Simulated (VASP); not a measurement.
# NbTe (P-6m2) in VASP: further runs

NbTe is run at these levels: PBE; tasks: single point.

All numbers are computed with VASP 6.6.1; they aren't measurements. Logs are shortened: lines on timing, memory, paths and dates and some standing lists are left out, and cuts for length are marked.

## 1. The cell of the first run

Symmetry: P-6m2, No. 187, hexagonal system. The conventional cell has a = 3.703 Å, b = 3.703 Å, c = 3.694 Å, α = 90.00°, β = 90.00°, γ = 120.00°. Within 3.7 Å of Te (site symmetry -6m2) lie 6 Nb at 2.83 Å and 2 Te at 3.69 Å. Within 3.7 Å of Nb (site symmetry -6m2) lie 6 Te at 2.83 Å and 2 Nb at 3.69 Å.

## 2. Single point, PBE

Input file INCAR:

```
PREC = Accurate
ENCUT = 500
EDIFF = 1E-6
ISMEAR = 0
SIGMA = 0.014
LREAL = False
LASPH = True
NELM = 120
ALGO = Normal
ISIF = 2
LWAVE = False
LCHARG = False
GGA = PE
NBANDS = 16
GGA_COMPAT = False
```

Input file KPOINTS:

```
regular mesh
0
Gamma
  8 8 7
```

Input file POSCAR:

```
NbTe
1.0
    3.7029743866      0.0000000000      0.0000000000
   -1.8514871933      3.2068698884      0.0000000000
    0.0000000000      0.0000000000      3.6942110000
Te Nb
1 1
Direct
    0.6666666667      0.3333333333      0.0000000000
    0.0000000000      0.0000000000      0.5000000000
```

Potentials or basis: VASP PAW PBE potentials, release 64 (Te, Nb_sv).

Command:

```console
> cat potpaw_PBE.64/Te/POTCAR potpaw_PBE.64/Nb_sv/POTCAR > POTCAR
> mpirun -np 1 vasp_std > vasp.out
```

OUTCAR:

```text
PREC = Accurate
   ENCUT = 500
   EDIFF = 1E-6
   ISMEAR = 0
   LREAL = False
   LASPH = True
   NELM = 120
   ISIF = 2
   GGA = PE

 ion  position               nearest neighbor table
   1  0.667  0.333  0.000-   2 2.83   2 2.83   2 2.83   2 2.83   2 2.83   2 2.83
   2  0.000  0.000  0.500-   1 2.83   1 2.83   1 2.83   1 2.83   1 2.83   1 2.83

  LATTYP: Found a hexagonal cell.
 ALAT       =     3.7029743866
 C/A-ratio  =     0.9976334196

  Lattice vectors:

 A1 = (   3.7029743866,   0.0000000000,   0.0000000000)
 A2 = (  -1.8514871933,   3.2068698884,   0.0000000000)
 A3 = (   0.0000000000,   0.0000000000,   3.6942110000)

Analysis of symmetry for initial positions (statically):
=====================================================================
 Subroutine PRICEL returns:
 Original cell was already a primitive cell.

 Routine SETGRP: Setting up the symmetry group for a
 hexagonal supercell.

 Subroutine GETGRP returns: Found 12 space group operations
 (whereof 12 operations were pure point group operations)
 out of a pool of 24 trial point group operations.

The static configuration has the point symmetry D_3h.

Analysis of symmetry for dynamics (positions and initial velocities):
=====================================================================
 Subroutine PRICEL returns:
 Original cell was already a primitive cell.

 Routine SETGRP: Setting up the symmetry group for a
 hexagonal supercell.

 Subroutine GETGRP returns: Found 12 space group operations
 (whereof 12 operations were pure point group operations)
 out of a pool of 24 trial point group operations.

The dynamic configuration has the point symmetry D_3h.

 Subroutine INISYM returns: Found 12 space group operations
 (whereof 12 operations are pure point group operations),
 and found     1 'primitive' translations

----------------------------------------------------------------------------------------

                                     Primitive cell

  volume of cell :      43.8686

  direct lattice vectors                    reciprocal lattice vectors
     3.702974387  0.000000000  0.000000000     0.270053178  0.155915275  0.000000000
    -1.851487193  3.206869888  0.000000000     0.000000000  0.311830550  0.000000000
     0.000000000  0.000000000  3.694211000     0.000000000  0.000000000  0.270693796
[... 76 lines left out ...]
   ISTART =      0    job   : 0-new  1-cont  2-samecut
   ICHARG =      2    charge: 1-file 2-atom 10-const
   ISPIN  =      1    spin polarized calculation?
   LNONCOLLINEAR =      F non collinear calculations
   LSORBIT =      F    spin-orbit coupling
   LASPH  =      T    aspherical Exc in radial PAW
   ENCUT  =  500.0 eV  36.75 Ry    6.06 a.u.   6.75  6.75  6.74*2*pi/ulx,y,z
   NELM   =    120;   NELMIN=  2; NELMDL= -5     # of ELM steps
   EDIFF  = 0.1E-05   stopping-criterion for ELM
   LREAL  =      F    real-space projection
   EDIFFG = 0.1E-04   stopping-criterion for IOM
   NSW    =      0    number of steps for IOM
   IBRION =     -1    ionic relax: 0-MD 1-quasi-New 2-CG
   NFREE  =      0    steps in history (QN), initial steepest desc. (CG)
   ISIF   =      2    stress and relaxation
   ISYM   =      2    0-nonsym 1-usesym 2-fastsym
   POTIM  = 0.5000    time-step for ionic-motion
   TEBEG  =    0.0;   TEEND  =   0.0 temperature during run
   PSTRESS=    0.0 pullay stress
   NELECT =      19.0000    total number of electrons
   NUPDOWN=      -1.0000    fix difference up-down
   EMIN   =  10.00;   EMAX   =-10.00  energy-range for DOS
   EFERMI =   0.00;   METHOD = LEGACY
   ISMEAR =     0;   SIGMA  =   0.01  broadening in eV -4-tet -1-fermi 0-gaus
   EFERMI_NEDOS =   21; number of points for ismear=-14 and -15
   IALGO  =     38    algorithm
   IMIX   =      4    mixing-type and parameters
     AMIX     =   0.40;   BMIX     =  1.00
     AMIX_MAG =   1.60;   BMIX_MAG =  1.00
  volume/ion in A,a.u.               =      21.93       148.02
  Fermi-wavevector in a.u.,A,eV,Ry     =   1.238630  2.340671 20.874103  1.534203
  Thomas-Fermi vector in A             =   2.373147
   LORBIT       =      0    0 simple, 1 ext, 2 COOP (PROOUT), +10 PAW based schemes
   GGA     = PE    functional components
   LHFCALC =     F    Hartree Fock is set to
   AEXX    =    0.0000 exact exchange contribution
   IVDW    =     0    specifies the selected vdW correction
   LEPSILON=     F    determine dielectric tensor
   LRPA    =     F    only Hartree local field effects (RPA)
 non-spin polarized calculation
 Gauss-broadening in eV      SIGMA  =   0.01
  energy-cutoff  :      500.00
  volume of cell :       43.87
 maximum number of plane-waves:      1141
 NGX is ok and might be reduce to    28
   NGX = 13   NGY = 13   NGZ = 13

 number of electron      18.9999998 magnetization

 Free energy of the ion-electron system (eV)
  ---------------------------------------------------
  ext. energy  EPLUGINS =         0.00000000
  ---------------------------------------------------
  free energy    TOTEN  =       -13.63407319 eV

  energy without entropy =      -13.63379383  energy(sigma->0) =      -13.63393351

 E-fermi :  11.0671     XC(G=0): -11.2768

 val. band max:       11.0549230707   @ k =   0.1250  -0.0000   0.2857
 cond. band min:      11.0800602882   @ k =   0.2500   0.1250   0.2857
 fundamental gap:      0.0251372175
 Fermi energy:        11.0671413686

 k-point     1 :       0.0000    0.0000    0.0000
  band No.  band energies     occupation
      1     -44.5602      2.00000
      2     -20.7428      2.00000
      3     -20.5675      2.00000
      4     -20.5675      2.00000
      5      -3.2118      2.00000
      6       7.8788      2.00000
[... 433 lines left out ...]
      3     -20.6690      2.00000
      4     -20.5861      2.00000
      5      -1.5431      2.00000
      6       4.8050      2.00000
[... 8 lines left out ...]
     15      17.3069      0.00000
     16      19.6408      0.00000

 [... further k-points ...]
[... 5 lines left out ...]
  --------------------------------------------------------------------------------------
  -------------------------------------------------------------------------------------
  Total       -0.3530515     -0.3530515      0.0072023     -0.0000000      0.0000000      0.0000000
  in kB      -12.8942131    -12.8942131      0.2630427     -0.0000000      0.0000000      0.0000000
  external PRESSURE =      -8.5084612 kB  Pullay stress =       0.0000000 kB

 VOLUME and BASIS-vectors are now :
 -----------------------------------------------------------------------------
  energy-cutoff  :      500.00
  volume of cell :       43.87
      direct lattice vectors                 reciprocal lattice vectors
     3.702974387  0.000000000  0.000000000     0.270053178  0.155915275  0.000000000
    -1.851487193  3.206869888  0.000000000     0.000000000  0.311830550  0.000000000
     0.000000000  0.000000000  3.694211000     0.000000000  0.000000000  0.270693796

 POSITION                                       TOTAL-FORCE (eV/Angst)
 -----------------------------------------------------------------------------------
      1.85149      1.06896      0.00000         0.000000      0.000000      0.000000
      0.00000      0.00000      1.84711        -0.000000      0.000000      0.000000
 -----------------------------------------------------------------------------------
    total drift:                               -0.000000      0.000000     -0.000000

  FREE ENERGIE OF THE ION-ELECTRON SYSTEM (eV)
  ---------------------------------------------------
  free  energy   TOTEN  =       -13.6340731936 eV

  energy  without entropy=      -13.6337938292  energy(sigma->0) =      -13.63393351
```

It took 11 s on 1 thread of Intel Xeon 6975P-C (Granite Rapids), shared host; peak memory 0.17 GiB.

What came out:

* Free energy: -13.6341 eV
* Pressure: -0.9 GPa

Levels at points of the mesh, in eV from the Fermi level:
| k point | band 7 | band 8 | band 9 | band 10 | band 11 | band 12 | band 13 | band 14 |
| --- | --- | --- | --- | --- | --- | --- | --- | --- |
| (0.00, 0.00, 0.00) | -3.19 | -3.03 | -2.38 | 0.10 | 0.10 | 2.41 | 2.41 | 2.82 |
| (0.50, 0.00, 0.00) | -3.86 | -2.67 | -2.63 | -0.23 | 1.19 | 1.46 | 2.99 | 3.77 |

Caveat: spin-orbit coupling is left out, which moves the levels of the heavy elements.

## 3. Single point, PBE

Input file INCAR:

```
PREC = Accurate
ENCUT = 500
EDIFF = 1E-6
ISMEAR = 0
SIGMA = 0.015
LREAL = F
LASPH = T
NELM = 120
ALGO = Normal
ISIF = 2
LWAVE = F
LCHARG = F
GGA = PE
NBANDS = 16
GGA_COMPAT = F
```

KPOINTS is that of step 2.

POSCAR is that of step 2.

Potentials or basis: VASP PAW PBE potentials, release 64 (Te, Nb_sv).

Command:

```console
> cat potpaw_PBE.64/Te/POTCAR potpaw_PBE.64/Nb_sv/POTCAR > POTCAR
> mpirun -np 1 vasp_std > vasp.out
```

It took 11 s on 1 thread of Intel Xeon 6975P-C (Granite Rapids), shared host; peak memory 0.17 GiB.

Results (log left out):

```yaml
Free_energy: -13.6341 eV
Pressure: -0.9 GPa
```

Stress tensor (GPa, compression positive):
```
-1.28  0.00  0.00
 0.00 -1.28  0.00
 0.00  0.00  0.01
```

Levels at points of the mesh, in eV from the Fermi level:
```
           k point  band 8  band 9  band 10  band 11  band 12  band 13
(0.00, 0.00, 0.00)   -3.03   -2.38     0.10     0.10     2.41     2.41
(0.50, 0.00, 0.00)   -2.67   -2.63    -0.23     1.19     1.46     2.99
```

Caveat: spin-orbit coupling is left out, which moves the levels of the heavy elements.

[end of part 1 of 2]
